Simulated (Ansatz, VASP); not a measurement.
# Al2Cu in VASP and in Ansatz

Contents of INCAR:

```
SYSTEM = Al2Cu
PREC     = Accurate       ! precision mode
ENCUT    = 600            ! plane-wave cutoff, eV
EDIFF    = 1E-6           ! SCF threshold, eV
ISMEAR   = 0              ! smearing method
SIGMA    = 0.15           ! smearing width, eV
LREAL    = .False.        ! projectors in reciprocal space
LASPH    = .True.         ! aspherical terms in the spheres
NELM     = 120            ! most SCF steps
ALGO     = Normal         ! electronic algorithm
ISIF     = 2              ! what is computed and relaxed
LWAVE    = .False.        ! write WAVECAR
LCHARG   = .False.        ! write CHGCAR
GGA      = PS             ! functional
NBANDS   = 16             ! bands
GGA_COMPAT= .False.
```

Contents of KPOINTS:

```
regular mesh
0
Gamma
  8 8 12
  0 0 0
```

The input POSCAR:

```
Al2Cu
1.0
    4.1059891128      0.0106838924      0.0263988388
    0.0106838924      4.1688832905     -0.0153488200
    0.0183982242     -0.0106971005      2.8406069316
Al Cu
2 1
Direct
    0.5003178163     -0.0048782686      0.5037661623
    0.0010306250      0.4997589399      0.4968213964
   -0.0013484413      0.0051193287     -0.0005875587
```

Input for Ansatz:

```yaml
crystal:
  lattice:
    - [4.1059891128, 0.0106838924, 0.0263988388]
    - [0.0106838924, 4.1688832905, -0.01534882]
    - [0.0183982242, -0.0106971005, 2.8406069316]
  atoms:
    - { symbol: Al, position: [0.5003178163, -0.0048782686, 0.5037661623] }
    - { symbol: Al, position: [0.001030625, 0.4997589399, 0.4968213964] }
    - { symbol: Cu, position: [-0.0013484413, 0.0051193287, -0.0005875587] }
basis:
  ecutwfc: 420
kpoints:
  mp_grid: { grid: [8, 8, 12] }
hamiltonian:
  xc: pbesol
scf:
  occupations: { method: gaussian, width: 0.15 }
output:
  forces: true
  stress: true
  eigenvalues: true
```

Change from the starting cell: all atoms moved at random, sigma 0.02 Å a component, cell strained at random, sigma 0.01.

Alike in both runs: task single point; functional PBEsol; k mesh 8 × 8 × 12; occupations gaussian, width 0.15 eV; no spin polarisation.

|  | VASP | Ansatz |
| --- | --- | --- |
| version | VASP 6.6.1 | Ansatz 0.2.0 |
| potentials or method | VASP PAW PBE potentials, release 64 (Al, Cu), cutoff 600 eV | scalar-relativistic, plane waves, PAW |
| valence electrons in the cell | 17 | 25 |

Ansatz gave:

* gap on the k mesh at the Fermi level (eV): none
* pressure (GPa): -2.0
* traceless stress, the component that is largest in VASP (GPa): -1.51
* rms of the force components (eV/Å): 0.060

Problem. Estimate VASP's values.

Solution. gap on the k mesh at the Fermi level (eV): none; pressure (GPa): -1.7; traceless stress, the component that is largest in VASP (GPa): -1.50; rms of the force components (eV/Å): 0.060.

VASP's potentials were made for PBE, not for PBEsol. Atom by atom the forces differ by 0.000 eV/Å (rms over components). A gap of «none» marks a metal or a gap that the smearing closes. VASP's potentials hold 17 valence electrons a cell and Ansatz's 25, so a difference there can come from the potentials and not from the codes.
